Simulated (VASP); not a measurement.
The system is SnTe2 (fluorite type).

```
Sn Te
1.0
     0.00000    3.33936    3.33936
     3.33936    0.00000    3.33936
     3.33936    3.33936    0.00000
Sn Te
1 2
Cartesian
  0.0000 0.0000 0.0000
  1.6697 1.6697 1.6697
  5.0090 5.0090 5.0090
```

```yaml
Program: VASP 6.6.1
Task: relaxation of cell and atoms
Functional: PBE
Potentials_or_basis: VASP PAW PBE potentials, release 64 (Sn_d, Te)
Cutoff: 600 eV
k_mesh: 10 × 10 × 10
Occupations: fermi-dirac, width 0.05 eV
Spin: no spin polarisation
```

At the start: pressure 25.5 GPa; volume 24.83 Å³/atom.

Where does the relaxation end?

Over 5 steps the energy falls by 559.6 meV/atom and the volume is 34.39 Å³/atom (+38.5 %); space group Fm-3m (No. 225, to 0.05 Å).

Step by step:
```
step  energy change (eV)  largest force (eV/Å)  pressure (GPa)  volume (Å³)
   1              0.0000                0.0000           25.50        74.48
   2             -1.2982                0.0000           -4.47       125.71
   3             -1.6787                0.0000            0.19       102.65
   4             -1.6789                0.0000           -0.07       103.37
   5             -1.6789                0.0000            0.01       103.17
```

Final structure:
```xyz
3
Lattice="0.0000 3.7226 3.7226 3.7226 0.0000 3.7226 3.7226 3.7226 0.0000" Properties=species:S:1:pos:R:3 pbc="T T T"
Sn    0.0000    0.0000    0.0000
Te    1.8613    1.8613    1.8613
Te    5.5839    5.5839    5.5839
```

Caveat: the volume moved by over 15 % at a fixed basis, so the end points are rough.
